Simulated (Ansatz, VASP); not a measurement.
# Two plane-wave programs on K

```
CELL_PARAMETERS angstrom
-2.78965 2.78965 2.78965
2.78965 -2.78965 2.78965
2.78965 2.78965 -2.78965
ATOMIC_POSITIONS crystal
K 0.00000 0.00000 0.00000
```

Alike in both runs: task single point; functional RPBE; k mesh 14 × 14 × 14; occupations fermi-dirac, width 0.1 eV; no spin polarisation.

```csv
,VASP,Ansatz
version,VASP 6.6.1,Ansatz 0.2.0
potentials or method,"VASP PAW PBE potentials, release 64 (K_sv), cutoff 520 eV","plane waves (420 eV) with PAW, scalar-relativistic"
valence electrons in the cell,9,9
```

|  | VASP | Ansatz | Ansatz less VASP |
| --- | --- | --- | --- |
| pressure (GPa) | -0.2 | -0.2 | +0.01 |

VASP's potentials were made for PBE, not for RPBE. The functional is the same, so the differences come from potentials, cutoffs and numerics.
